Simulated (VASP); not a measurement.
The system is BaTe.

```
Ba Te
1.0
     5.91349    0.00000    0.00000
    -2.95675    5.12123    0.00000
     0.00000    0.00000    6.93143
Ba Te
2 2
Cartesian
  0.0000 3.4142 1.7329
  2.9567 1.7071 5.1986
  2.9567 1.7071 1.7329
  0.0000 3.4142 5.1986
```

Base run:

* Program: VASP 6.6.1
* Functional: r2SCAN
* Potentials or basis: VASP PAW PBE potentials, release 64 (Ba_sv, Te)
* Cutoff: 520 eV
* k mesh: 6 × 6 × 4
* Occupations: gaussian, width 0.01 eV
* Spin: no spin polarisation

Its results: band gap on the k mesh 2.18 eV (least direct gap 2.48 eV); pressure 1.0 GPa.

Question: The run is repeated on the same cell with these changes: functional from r2SCAN to PBE. What comes out?

Answer: Band gap on the k mesh 1.83 eV (least direct gap 2.13 eV); pressure 1.0 GPa.

Caveats: spin-orbit coupling is left out, which moves the levels of the heavy elements; the PAW data sets were made with another functional, which shifts forces and pressure a little (at least some runs).

A k mesh can miss the band edges.
